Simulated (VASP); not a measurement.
A run of VASP 6.6.1 is set up as follows.

File INCAR:

```
PREC = Accurate
ENCUT = 1350
EDIFF = 1E-6
ISMEAR = 0
SIGMA = 0.1
LREAL = False
LASPH = True
NELM = 120
ALGO = Normal
ISIF = 2
LWAVE = False
LCHARG = True
GGA = PE
LELF = True
LVHAR = True
NBANDS = 25
GGA_COMPAT = False
```

Contents of KPOINTS:

```
regular mesh
0
Gamma
  4 4 4
```

Contents of POSCAR:

```
CaF
1.0
    5.3349024848      0.0000000000      0.0000000000
    0.0000000000      5.3349024848      0.0000000000
    0.0000000000      0.0000000000      7.5951403569
Ca F
2 2
Direct
    0.5000000000      0.5000000000      0.0000000000
    0.0000000000      0.0000000000      0.0000000000
    0.5000000000      0.5000000000      0.7336751732
    0.5000000000      0.5000000000      0.2663248268
```

Potentials or basis: VASP PAW PBE potentials, release 64 (Ca_sv, F_h).

Run with:

```sh
$ cat potpaw_PBE.64/Ca_sv/POTCAR potpaw_PBE.64/F_h/POTCAR > POTCAR
$ mpirun -np 1 vasp_std > vasp.out
```

Predict the pressure.

0.4 GPa.

What does it give for the largest force?

0.123 eV/Å.

What does it give for the band gap on the k mesh?

Zero (bands 17 and 18 overlap by 0.17 eV).

Forces in eV/Å, atoms in the order of the input:
```
Ca   0.000  0.000  0.000
Ca   0.000  0.000  0.000
F    0.000  0.000 -0.123
F    0.000  0.000  0.123
```
